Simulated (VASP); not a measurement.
# ZnF2 (P4_2/mnm) in VASP: further runs

Runs on ZnF2. Level: r2SCAN. Tasks: single point.

All numbers are computed with VASP 6.6.1; they aren't measurements. Logs are shortened: lines on timing, memory, paths and dates and some standing lists are left out, and cuts for length are marked.

**1. The cell of the first run**

The structure is tetragonal, space group P4_2/mnm (No. 136). The conventional cell has a = 4.655 Å, b = 4.655 Å, c = 3.158 Å, α = 90.00°, β = 90.00°, γ = 90.00°. Zn (site symmetry mmm) has 6 F at 2.00 to 2.04 Å within 2.6 Å. Within 2.6 Å of F (site symmetry m2m) lie 3 Zn at 2.00 to 2.04 Å and 1 F at 2.59 Å.

**2. Single point, r2SCAN**

File POSCAR:

```
ZnF2
1.0
    4.6554813309      0.0000000000      0.0000000000
    0.0000000000      4.6554813309      0.0000000000
    0.0000000000      0.0000000000      3.1581868057
Zn F
2 4
Direct
    0.5000000000      0.5000000000      0.5000000000
    0.0000000000      0.0000000000      0.0000000000
    0.6966729320      0.6966729320      0.0000000000
    0.8033270680      0.1966729320      0.5000000000
    0.3033270680      0.3033270680      0.0000000000
    0.1966729320      0.8033270680      0.5000000000
```

File INCAR.step1:

```
PREC     = Accurate       # precision mode
ENCUT    = 660            # plane-wave cutoff, eV
ISMEAR   = 0              # smearing method
SIGMA    = 0.02           # smearing width, eV
LREAL    = False          # projectors in reciprocal space
LASPH    = True           # aspherical terms in the spheres
NELM     = 120            # most SCF steps
NBANDS   = 35             # bands
GGA      = PE             # functional
ALGO     = Normal         # electronic algorithm
EDIFF    = 1E-5           # SCF threshold, eV
LWAVE    = True           # write WAVECAR
LCHARG   = False          # write CHGCAR
GGA_COMPAT= False
```

File INCAR.step2:

```
PREC     = Accurate       # precision mode
ENCUT    = 660            # plane-wave cutoff, eV
EDIFF    = 1E-6           # SCF threshold, eV
ISMEAR   = 0              # smearing method
SIGMA    = 0.02           # smearing width, eV
LREAL    = False          # projectors in reciprocal space
LASPH    = True           # aspherical terms in the spheres
NELM     = 120            # most SCF steps
ALGO     = Normal         # electronic algorithm
ISIF     = 2              # what is computed and relaxed
LWAVE    = False          # write WAVECAR
LCHARG   = True           # write CHGCAR
METAGGA  = R2SCAN         # meta-GGA
LMIXTAU  = True         
LELF     = True           # ELF
LVHAR    = True         
NBANDS   = 35             # bands
ISTART   = 1            
GGA_COMPAT= False
```

File KPOINTS:

```
Automatic mesh
0
Gamma
  6 6 8
```

Potentials or basis: VASP PAW PBE potentials, release 64 (Zn, F).

Started as:

```
> cat potpaw_PBE.64/Zn/POTCAR potpaw_PBE.64/F/POTCAR > POTCAR
> cp INCAR.step1 INCAR
> mpirun -np 1 vasp_std > vasp.out
> cp INCAR.step2 INCAR
> mpirun -np 1 vasp_std > vasp.out
```

OUTCAR:

```text
PREC = Accurate
   ENCUT = 660
   EDIFF = 1E-6
   ISMEAR = 0
   LREAL = False
   LASPH = True
   NELM = 120
   ISIF = 2
   METAGGA = R2SCAN
   ISTART = 1

 ion  position               nearest neighbor table
   1  0.500  0.500  0.500-   4 2.00   6 2.00   5 2.04   3 2.04   3 2.04   5 2.04
   2  0.000  0.000  0.000-   3 2.00   5 2.00   4 2.04   6 2.04   4 2.04   6 2.04
   3  0.697  0.697  0.000-   2 2.00   1 2.04   1 2.04
   4  0.803  0.197  0.500-   1 2.00   2 2.04   2 2.04
   5  0.303  0.303  0.000-   2 2.00   1 2.04   1 2.04
   6  0.197  0.803  0.500-   1 2.00   2 2.04   2 2.04

  LATTYP: Found a simple tetragonal cell.
 ALAT       =     4.6554813309
 C/A-ratio  =     0.6783802965

  Lattice vectors:

 A1 = (   4.6554813309,   0.0000000000,   0.0000000000)
 A2 = (   0.0000000000,   4.6554813309,   0.0000000000)
 A3 = (   0.0000000000,   0.0000000000,   3.1581868057)

Analysis of symmetry for initial positions (statically):
=====================================================================
 Subroutine PRICEL returns:
 Original cell was already a primitive cell.

 Routine SETGRP: Setting up the symmetry group for a
 simple tetragonal supercell.

 Subroutine GETGRP returns: Found 16 space group operations
 (whereof  8 operations were pure point group operations)
 out of a pool of 16 trial point group operations.

The static configuration has the point symmetry D_2h.
 The point group associated with its full space group is D_4h.

Analysis of symmetry for dynamics (positions and initial velocities):
=====================================================================
 Subroutine PRICEL returns:
 Original cell was already a primitive cell.

 Routine SETGRP: Setting up the symmetry group for a
 simple tetragonal supercell.

 Subroutine GETGRP returns: Found 16 space group operations
 (whereof  8 operations were pure point group operations)
 out of a pool of 16 trial point group operations.

The dynamic configuration has the point symmetry D_2h.
 The point group associated with its full space group is D_4h.

 Subroutine INISYM returns: Found 16 space group operations
 (whereof  8 operations are pure point group operations),
 and found     1 'primitive' translations

----------------------------------------------------------------------------------------

                                     Primitive cell

  volume of cell :      68.4490

  direct lattice vectors                    reciprocal lattice vectors
     4.655481331  0.000000000  0.000000000     0.214800561  0.000000000  0.000000000
     0.000000000  4.655481331  0.000000000     0.000000000  0.214800561  0.000000000
     0.000000000  0.000000000  3.158186806     0.000000000  0.000000000  0.316637381

  length of vectors
     4.655481331  4.655481331  3.158186806     0.214800561  0.214800561  0.316637381

  position of ions in fractional coordinates (direct lattice)
     0.500000000  0.500000000  0.500000000
     0.000000000  0.000000000  0.000000000
     0.696672932  0.696672932  0.000000000
     0.803327068  0.196672932  0.500000000
     0.303327068  0.303327068  0.000000000
     0.196672932  0.803327068  0.500000000

  ion indices of the primitive-cell ions
   primitive index   ion index
                 1           1
                 2           2
                 3           3
                 4           4
                 5           5
                 6           6

----------------------------------------------------------------------------------------

 KPOINTS: Automatic mesh

Automatic generation of k-mesh.
 Grid dimensions read from file:
 generate k-points for:    6    6    8

 Generating k-lattice:

  Cartesian coordinates                     Fractional coordinates (reciprocal lattice)
     0.035800093  0.000000000  0.000000000     0.166666667  0.000000000  0.000000000
     0.000000000  0.035800093  0.000000000     0.000000000  0.166666667  0.000000000
     0.000000000  0.000000000  0.039579673     0.000000000  0.000000000  0.125000000

  Length of vectors
     0.035800093  0.035800093  0.039579673

  Shift w.r.t. Gamma in fractional coordinates (k-lattice)
     0.000000000  0.000000000  0.000000000

 Subroutine IBZKPT returns following result:
 ===========================================

 Found     50 irreducible k-points:

 Following reciprocal coordinates:
            Coordinates               Weight
  0.000000  0.000000  0.000000      1.000000
  0.166667  0.000000  0.000000      4.000000
  0.333333  0.000000  0.000000      4.000000
  0.500000  0.000000  0.000000      2.000000
  0.166667  0.166667  0.000000      4.000000
  0.333333  0.166667  0.000000      8.000000
[... 16 lines left out ...]
  0.333333  0.000000  0.250000      8.000000
  0.500000  0.000000  0.250000      4.000000
 [... further k-points ...]
   k-points           NKPTS =     50   k-points in BZ     NKDIM =     50   number of bands    NBANDS=     35
   number of dos      NEDOS =    301   number of ions     NIONS =      6
   total plane-waves  NPLWV =  44800
   dimension x,y,z NGX =    40 NGY =   40 NGZ =   28
   dimension x,y,z NGXF=    80 NGYF=   80 NGZF=   56
   ions per type =               2   4
   NGX,Y,Z   is equivalent  to a cutoff of  14.28, 14.28, 14.74 a.u.
   NGXF,Y,Z  is equivalent  to a cutoff of  28.57, 28.57, 29.48 a.u.
 SYSTEM =  unknown system
   PREC   = accura    normal or accurate (medium, high low for compatibility)
   ISTART =      1    job   : 0-new  1-cont  2-samecut
   ICHARG =      0    charge: 1-file 2-atom 10-const
   ISPIN  =      1    spin polarized calculation?
   LNONCOLLINEAR =      F non collinear calculations
   LSORBIT =      F    spin-orbit coupling
   LASPH  =      T    aspherical Exc in radial PAW
   ENCUT  =  660.0 eV  48.51 Ry    6.96 a.u.   9.75  9.75  6.62*2*pi/ulx,y,z
   NELM   =    120;   NELMIN=  2; NELMDL=  0     # of ELM steps
   EDIFF  = 0.1E-05   stopping-criterion for ELM
   LREAL  =      F    real-space projection
[... 7 lines left out ...]
   TEBEG  =    0.0;   TEEND  =   0.0 temperature during run
   PSTRESS=    0.0 pullay stress
   NELECT =      52.0000    total number of electrons
   NUPDOWN=      -1.0000    fix difference up-down
   EMIN   =  10.00;   EMAX   =-10.00  energy-range for DOS
   EFERMI =   0.00;   METHOD = LEGACY
   ISMEAR =     0;   SIGMA  =   0.02  broadening in eV -4-tet -1-fermi 0-gaus
   EFERMI_NEDOS =   21; number of points for ismear=-14 and -15
   IALGO  =     38    algorithm
   IMIX   =      4    mixing-type and parameters
     AMIX     =   0.40;   BMIX     =  1.00
     AMIX_MAG =   1.60;   BMIX_MAG =  1.00
  volume/ion in A,a.u.               =      11.41        76.99
  Fermi-wavevector in a.u.,A,eV,Ry     =   1.493781  2.822837 30.359793  2.231382
  Thomas-Fermi vector in A             =   2.606138
   LORBIT       =      0    0 simple, 1 ext, 2 COOP (PROOUT), +10 PAW based schemes
   METAGGA = R2SCAN    functional components
   LHFCALC =     F    Hartree Fock is set to
   AEXX    =    0.0000 exact exchange contribution
   IVDW    =     0    specifies the selected vdW correction
   LEPSILON=     F    determine dielectric tensor
   LRPA    =     F    only Hartree local field effects (RPA)
 non-spin polarized calculation
 Gauss-broadening in eV      SIGMA  =   0.02
  energy-cutoff  :      660.00
  volume of cell :       68.45
 maximum number of plane-waves:      2657
 NGX is ok and might be reduce to    40
   NGX = 19   NGY = 19   NGZ = 13

 number of electron      51.9999999 magnetization

 Free energy of the ion-electron system (eV)
  ---------------------------------------------------
  ext. energy  EPLUGINS =         0.00000000
  ---------------------------------------------------
  free energy    TOTEN  =       -45.67765214 eV

  energy without entropy =      -45.67765214  energy(sigma->0) =      -45.67765214

 E-fermi :  -1.3800     XC(G=0): -11.0355

 val. band max:       -1.4714359171   @ k =   0.0000   0.0000   0.0000
 cond. band min:       2.7285612148   @ k =   0.0000   0.0000   0.0000
 fundamental gap:      4.1999971318
 Fermi energy:        -1.3800495482

 k-point     1 :       0.0000    0.0000    0.0000
  band No.  band energies     occupation
      1     -24.7188      2.00000
      2     -23.9435      2.00000
      3     -23.9435      2.00000
      4     -23.9128      2.00000
      5      -7.8753      2.00000
      6      -7.0336      2.00000
[... 27 lines left out ...]
     34      14.7956      0.00000
     35      14.7957      0.00000

 k-point     2 :       0.1667    0.0000    0.0000
  band No.  band energies     occupation
      1     -24.6759      2.00000
      2     -24.0386      2.00000
      3     -23.9351      2.00000
      4     -23.8746      2.00000
      5      -7.7374      2.00000
      6      -6.9841      2.00000
[... 27 lines left out ...]
     34      15.0376      0.00000
     35      15.0596      0.00000

 k-point     3 :       0.3333    0.0000    0.0000
  band No.  band energies     occupation
      1     -24.5561      2.00000
      2     -24.1989      2.00000
      3     -23.9128      2.00000
      4     -23.8675      2.00000
      5      -7.3708      2.00000
      6      -6.8798      2.00000
[... 27 lines left out ...]
     34      15.5233      0.00000
     35      15.8022      0.00000

 k-point     4 :       0.5000    0.0000    0.0000
  band No.  band energies     occupation
      1     -24.3847      2.00000
      2     -24.3847      2.00000
      3     -23.8858      2.00000
      4     -23.8858      2.00000
      5      -6.9637      2.00000
      6      -6.9637      2.00000
[... 27 lines left out ...]
     34      15.0518      0.00000
     35      16.2041      0.00000

 k-point     5 :       0.1667    0.1667    0.0000
  band No.  band energies     occupation
      1     -24.6356      2.00000
      2     -24.0725      2.00000
      3     -23.9551      2.00000
      4     -23.8660      2.00000
      5      -7.6562      2.00000
      6      -6.9157      2.00000
[... 638 lines left out ...]
 k-point    22 :       0.1667    0.0000    0.2500
  band No.  band energies     occupation
      1     -24.5025      2.00000
      2     -24.0169      2.00000
      3     -23.9214      2.00000
      4     -23.9063      2.00000
      5      -7.3284      2.00000
      6      -6.8055      2.00000
[... 27 lines left out ...]
     34      14.3499      0.00000
     35      14.3640      0.00000

 k-point    23 :       0.3333    0.0000    0.2500
  band No.  band energies     occupation
      1     -24.4071      2.00000
      2     -24.1318      2.00000
      3     -23.9137      2.00000
      4     -23.9000      2.00000
      5      -7.0435      2.00000
      6      -6.6205      2.00000
[... 27 lines left out ...]
     34      14.0903      0.00000
     35      14.5296      0.00000

 k-point    24 :       0.5000    0.0000    0.2500
  band No.  band energies     occupation
      1     -24.2728      2.00000
      2     -24.2728      2.00000
      3     -23.9048      2.00000
      4     -23.9048      2.00000
      5      -6.6703      2.00000
      6      -6.6703      2.00000
[... 27 lines left out ...]
     34      13.6382      0.00000
     35      15.7705      0.00000

 [... further k-points ...]
[... 5 lines left out ...]
  --------------------------------------------------------------------------------------
  -------------------------------------------------------------------------------------
  Total        0.7438869      0.7438869      0.1829402      0.0000000      0.0000000      0.0000000
  in kB       17.4120740     17.4120740      4.2820601      0.0000000      0.0000000      0.0000000
  external PRESSURE =      13.0354027 kB  Pullay stress =       0.0000000 kB

 VOLUME and BASIS-vectors are now :
 -----------------------------------------------------------------------------
  energy-cutoff  :      660.00
  volume of cell :       68.45
      direct lattice vectors                 reciprocal lattice vectors
     4.655481331  0.000000000  0.000000000     0.214800561  0.000000000  0.000000000
     0.000000000  4.655481331  0.000000000     0.000000000  0.214800561  0.000000000
     0.000000000  0.000000000  3.158186806     0.000000000  0.000000000  0.316637381

 POSITION                                       TOTAL-FORCE (eV/Angst)
 -----------------------------------------------------------------------------------
      2.32774      2.32774      1.57909         0.000000     -0.000000     -0.000000
      0.00000      0.00000      0.00000         0.000000     -0.000000     -0.000000
      3.24335      3.24335      0.00000         0.004705      0.004705     -0.000000
      3.73987      0.91561      1.57909        -0.004705      0.004705     -0.000000
      1.41213      1.41213      0.00000        -0.004705     -0.004705      0.000000
      0.91561      3.73987      1.57909         0.004705     -0.004705      0.000000
 -----------------------------------------------------------------------------------
    total drift:                               -0.000000      0.000000      0.000000

  FREE ENERGIE OF THE ION-ELECTRON SYSTEM (eV)
  ---------------------------------------------------
  free  energy   TOTEN  =       -45.6776521424 eV

  energy  without entropy=      -45.6776521424  energy(sigma->0) =      -45.67765214
```

Wall time 3.8 min (1 thread of Intel Xeon 6975P-C (Granite Rapids), shared host); peak memory 0.29 GiB.

Results:

| Quantity | Value |
| --- | --- |
| Free energy | -45.6777 eV |
| Pressure | 1.3 GPa |
| Largest force | 0.007 eV/Å |
| Band gap on the k mesh | 4.20 eV |

Forces on the atoms (eV/Å):
```
Zn   0.000  0.000  0.000
Zn   0.000  0.000  0.000
F    0.005  0.005  0.000
F   -0.005  0.005  0.000
F   -0.005 -0.005  0.000
F    0.005 -0.005  0.000
```

Caveat: the PAW data sets were made with another functional, which shifts forces and pressure a little.

(Continued in part 2 of 2.)
